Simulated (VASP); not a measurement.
Set up this calculation in VASP 6.6.1, as the native input.

- Task: single point
- Functional: LDA
- Potentials or basis: VASP PAW LDA potentials, release 64 (Hf_pv)
- Cutoff: 520 eV
- k mesh: 9 × 9 × 9
- Occupations: fermi-dirac, width 0.1 eV
- Spin: no spin polarisation
- Dipole correction: no
- Further INCAR settings: ALGO = Normal; EDIFF = 1e-07; NBANDS = 11

The structure of Hf lies in POSCAR:

```
Hf
1.0
    1.7297199679      1.7297199679      1.7297199679
   -1.7297199679      1.7297199679      1.7297199679
   -1.7297199679     -1.7297199679      1.7297199679
Hf
1
Direct
    0.0000000000      0.0000000000      0.0000000000
```

These files were run (other wordings do the same):

INCAR

```
PREC = Accurate ; ENCUT = 520
EDIFF = 1E-7 ; ISMEAR = -1
SIGMA = 0.1 ; LREAL = F
LASPH = T ; NELM = 100
ALGO = Normal ; ISIF = 2
LWAVE = F ; LCHARG = F
NBANDS = 11
```

KPOINTS

```
Automatic mesh
0
Gamma
  9 9 9
```

Potentials or basis: VASP PAW LDA potentials, release 64 (Hf_pv).

Command:

```sh
$ cat potpaw_LDA.64/Hf_pv/POTCAR > POTCAR
$ mpirun -np 1 vasp_std > vasp.out
```

Results of the run:

```yaml
Pressure: -1.5 GPa
Band_gap_on_the_k_mesh: zero (band 5 reaches 6.50 eV, above the bottom of band 6 at 4.37 eV)
```

Caveat: spin-orbit coupling is left out, which moves the levels of the heavy elements.

Wall time 7.5 s on 1 thread of AMD EPYC 7R13 Processor (Zen 3) (shared host), peak memory 0.1 GiB.
